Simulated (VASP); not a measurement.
# SiC (P6_3mc) in VASP: settings compared, part 2 of 2

VASP 6.6.1. The steps go on from the part before.

## 3. Single point, PBE

This run uses another cell than the first one, of 10.33 Å³/atom, 0.984 times its volume.

Contents of INCAR:

```
PREC     = Accurate       # precision mode
ENCUT    = 520            # plane-wave cutoff, eV
EDIFF    = 1E-6           # SCF threshold, eV
ISMEAR   = -1             # smearing method
SIGMA    = 0.02           # smearing width, eV
LREAL    = False          # projectors in reciprocal space
LASPH    = True           # aspherical terms in the spheres
NELM     = 60             # most SCF steps
ALGO     = Normal         # electronic algorithm
ISIF     = 2              # what is computed and relaxed
LWAVE    = False          # write WAVECAR
LCHARG   = False          # write CHGCAR
GGA      = PE             # functional
NBANDS   = 26             # bands
```

Contents of KPOINTS:

```
Automatic mesh
0
Gamma
  12 12 4
```

Contents of POSCAR:

```
SiC
1.0
    3.0775549631      0.0000000000      0.0000000000
   -1.5387774815      2.6652407796      0.0000000000
    0.0000000000      0.0000000000     10.0767216786
Si C
4 4
Direct
    0.6666666667      0.3333333333      0.9378415298
    0.3333333333      0.6666666667      0.4378415298
    0.0000000000      0.0000000000      0.6878903911
    0.0000000000      0.0000000000      0.1878903911
    0.6666666667      0.3333333333      0.7498007691
    0.3333333333      0.6666666667      0.2498007691
    0.0000000000      0.0000000000      0.5004663101
    0.0000000000      0.0000000000      0.0004663101
```

Potentials or basis: VASP PAW PBE potentials, release 64 (Si, C).

The run is started by

```bash
> cat potpaw_PBE.64/Si/POTCAR potpaw_PBE.64/C/POTCAR > POTCAR
> mpirun -np 1 vasp_std > vasp.out
```

OUTCAR:

```text
PREC = Accurate
   ENCUT = 520
   EDIFF = 1E-6
   ISMEAR = -1
   LREAL = False
   LASPH = True
   NELM = 60
   ISIF = 2
   GGA = PE

 ion  position               nearest neighbor table
   1  0.667  0.333  0.938-   8 1.89   8 1.89   8 1.89   5 1.89   3 3.08   3 3.08   3 3.08   4 3.08
                             4 3.08   4 3.08
   2  0.333  0.667  0.438-   7 1.89   7 1.89   7 1.89   6 1.89   4 3.08   4 3.08   4 3.08   3 3.08
                             3 3.08   3 3.08
   3  0.000  0.000  0.688-   5 1.88   5 1.88   5 1.88   7 1.89   1 3.08   1 3.08   1 3.08   2 3.08
                             2 3.08   2 3.08
   4  0.000  0.000  0.188-   6 1.88   6 1.88   6 1.88   8 1.89   2 3.08   2 3.08   2 3.08   1 3.08
                             1 3.08   1 3.08
   5  0.667  0.333  0.750-   3 1.88   3 1.88   3 1.88   1 1.89
   6  0.333  0.667  0.250-   4 1.88   4 1.88   4 1.88   2 1.89
   7  0.000  0.000  0.500-   2 1.89   2 1.89   2 1.89   3 1.89
   8  0.000  0.000  0.000-   1 1.89   1 1.89   1 1.89   4 1.89

  LATTYP: Found a hexagonal cell.
 ALAT       =     3.0775549631
 C/A-ratio  =     3.2742621332

  Lattice vectors:

 A1 = (   3.0775549631,   0.0000000000,   0.0000000000)
[... 191 lines left out ...]
 E-fermi :   8.6130     XC(G=0): -11.3594

 val. band max:        8.1903603254   @ k =   0.0000   0.0000   0.0000
 cond. band min:      10.4154448666   @ k =   0.5000  -0.0000   0.0000
 fundamental gap:      2.2250845412
 Fermi energy:         8.6129809163

 k-point     1 :       0.0000    0.0000    0.0000
  band No.  band energies     occupation
      1      -7.3015      2.00000
      2      -6.1234      2.00000
      3      -6.0869      2.00000
      4      -3.7316      2.00000
      5      -0.4275      2.00000
      6       3.8059      2.00000
[... 685 lines left out ...]
     25      16.8215      0.00000
     26      17.4381      0.00000

 [... further k-points ...]
[... 5 lines left out ...]
  --------------------------------------------------------------------------------------
  -------------------------------------------------------------------------------------
  Total        1.8000398      1.8000398      1.7395047      0.0000000      0.0000000      0.0000000
  in kB       34.8924246     34.8924246     33.7189970      0.0000000      0.0000000      0.0000000
  external PRESSURE =      34.5012821 kB  Pullay stress =       0.0000000 kB

 VOLUME and BASIS-vectors are now :
 -----------------------------------------------------------------------------
  energy-cutoff  :      520.00
  volume of cell :       82.65
      direct lattice vectors                 reciprocal lattice vectors
     3.077554963  0.000000000  0.000000000     0.324933271  0.187600311  0.000000000
    -1.538777481  2.665240780  0.000000000     0.000000000  0.375200623  0.000000000
     0.000000000  0.000000000 10.076721679     0.000000000  0.000000000  0.099238625

 POSITION                                       TOTAL-FORCE (eV/Angst)
 -----------------------------------------------------------------------------------
      1.53878      0.88841      9.45037         0.000000      0.000000     -0.004258
     -0.00000      1.77683      4.41201        -0.000000      0.000000     -0.004258
      0.00000      0.00000      6.93168        -0.000000      0.000000      0.003004
      0.00000      0.00000      1.89332         0.000000     -0.000000      0.003004
      1.53878      0.88841      7.55553         0.000000     -0.000000      0.005592
     -0.00000      1.77683      2.51717        -0.000000      0.000000      0.005592
      0.00000      0.00000      5.04306        -0.000000      0.000000     -0.004339
      0.00000      0.00000      0.00470        -0.000000      0.000000     -0.004339
 -----------------------------------------------------------------------------------
    total drift:                               -0.000000     -0.000000      0.000076

  FREE ENERGIE OF THE ION-ELECTRON SYSTEM (eV)
  ---------------------------------------------------
  free  energy   TOTEN  =       -60.2347454907 eV

  energy  without entropy=      -60.2347454907  energy(sigma->0) =      -60.23474549
```

OSZICAR:

```text
N       E                     dE             d eps       ncg     rms          rms(c)
DAV:   1     0.723367130549E+02    0.72337E+02   -0.14550E+04  2964   0.112E+03
DAV:   2    -0.605112615740E+02   -0.13285E+03   -0.12319E+03  3976   0.191E+02
DAV:   3    -0.675787848005E+02   -0.70675E+01   -0.70149E+01  4036   0.410E+01
DAV:   4    -0.676680670252E+02   -0.89282E-01   -0.89165E-01  3824   0.539E+00
DAV:   5    -0.676695988560E+02   -0.15318E-02   -0.15310E-02  3950   0.670E-01    0.177E+01
DAV:   6    -0.604296772156E+02    0.72399E+01   -0.19364E+01  3796   0.193E+01    0.797E+00
DAV:   7    -0.602683081975E+02    0.16137E+00   -0.21582E+00  4088   0.656E+00    0.341E+00
DAV:   8    -0.602372077570E+02    0.31100E-01   -0.11632E-01  3636   0.162E+00    0.103E+00
DAV:   9    -0.602341604326E+02    0.30473E-02   -0.17747E-02  3744   0.716E-01    0.161E-01
DAV:  10    -0.602346565187E+02   -0.49609E-03   -0.14607E-03  3798   0.188E-01    0.787E-02
DAV:  11    -0.602347425811E+02   -0.86062E-04   -0.19679E-04  3512   0.865E-02    0.165E-02
DAV:  12    -0.602347445466E+02   -0.19654E-05   -0.83968E-06  3818   0.154E-02    0.620E-03
DAV:  13    -0.602347454907E+02   -0.94417E-06   -0.57029E-07  2532   0.415E-03
   1 F= -.60234745E+02 E0= -.60234745E+02  d E =-.300566E-11
```

It took 79 s on 1 thread of Intel Xeon 6975P-C, shared host; peak memory 0.25 GiB.

Results:

```
Free energy            : -60.2347 eV
Pressure               : 3.5 GPa
Largest force          : 0.006 eV/Å
Band gap on the k mesh : 2.23 eV, indirect (least direct gap 3.35 eV)
```

Forces in eV/Å, atoms in the order of the input:
```
Si   0.000  0.000 -0.004
Si   0.000  0.000 -0.004
Si   0.000  0.000  0.003
Si   0.000  0.000  0.003
C    0.000  0.000  0.006
C    0.000  0.000  0.006
C    0.000  0.000 -0.004
C    0.000  0.000 -0.004
```

Stress tensor (GPa, compression positive):
```
3.49 0.00 0.00
0.00 3.49 0.00
0.00 0.00 3.37
```

A k mesh can miss the band edges. PBE gaps usually lie below the measured ones, often by a third to a half.

## 4. Single point, r2SCAN

This run uses another cell than the first one, of 10.33 Å³/atom, 0.984 times its volume.

POSCAR is that of step 3.

Contents of INCAR.step1:

```
SYSTEM = SiC
ALGO = Normal
EDIFF = 1E-4
ENCUT = 520
GGA = PE
ISMEAR = -1
LASPH = .TRUE.
LCHARG = .FALSE.
LREAL = .FALSE.
LWAVE = .TRUE.
NBANDS = 26
NELM = 60
PREC = Accurate
SIGMA = 0.02
```

Contents of INCAR.step2:

```
SYSTEM = SiC
ALGO = Normal
EDIFF = 1E-6
ENCUT = 520
ISIF = 2
ISMEAR = -1
ISTART = 1
LASPH = .TRUE.
LCHARG = .FALSE.
LMIXTAU = .TRUE.
LREAL = .FALSE.
LWAVE = .FALSE.
METAGGA = R2SCAN
NBANDS = 26
NELM = 60
PREC = Accurate
SIGMA = 0.02
```

Contents of KPOINTS:

```
k-points
0
G
  12 12 2
  0 0 0
```

The run is started by

```bash
> cat potpaw_PBE.64/Si/POTCAR potpaw_PBE.64/C/POTCAR > POTCAR
> cp INCAR.step1 INCAR
> mpirun -np 1 vasp_std > vasp.out
> cp INCAR.step2 INCAR
> mpirun -np 1 vasp_std > vasp.out
```

It took 3.1 min on 1 thread of Intel Xeon 6975P-C, shared host; peak memory 0.24 GiB.

The run converged. Its results:

```
Free energy            : -77.3075 eV
Pressure               : -0.2 GPa
Band gap on the k mesh : 2.61 eV, indirect (least direct gap 3.79 eV)
```

Levels at points of the mesh, in eV from the valence-band top:
```csv
k point,band 13,band 14,band 15,band 16,band 17,band 18,band 19,band 20
"(0.00, 0.00, 0.00)",-0.61,-0.05,0.00,0.00,5.67,6.26,6.89,6.91
"(0.50, 0.00, 0.00)",-2.47,-2.33,-1.65,-1.18,2.61,2.77,4.72,5.27
"(0.00, 0.00, 0.50)",-0.22,-0.22,-0.22,-0.22,5.88,5.88,7.37,7.37
"(0.50, 0.00, 0.50)",-2.58,-2.58,-1.63,-1.63,3.05,3.05,4.69,4.69
```

Caveat: the PAW data sets were made with another functional, which shifts forces and pressure a little. A k mesh can miss the band edges.

## 5. Overview

```tsv
level	cell	k mesh	gap on the mesh (eV)	pressure (GPa)
PBE	a = 3.094, b = 3.094, c = 10.130 Å, angles 90.0, 90.0, 120.0°, 8 atoms	12 × 12 × 2	2.22	0.0
PBE	a = 3.078, b = 3.078, c = 10.077 Å, angles 90.0, 90.0, 120.0°, 8 atoms	12 × 12 × 4	2.23	3.5
r2SCAN	a = 3.078, b = 3.078, c = 10.077 Å, angles 90.0, 90.0, 120.0°, 8 atoms	12 × 12 × 2	2.61	-0.2
```

Alike in all rows: task single point; potentials or basis VASP PAW PBE potentials, release 64 (Si, C); no spin polarisation; cutoff (eV) 520; smearing fermi-dirac 0.02 eV.

Caveats: the PAW data sets were made with another functional, which shifts forces and pressure a little (some runs).

Total energies depend on the potentials used, so only differences within one code and one set of settings carry meaning.
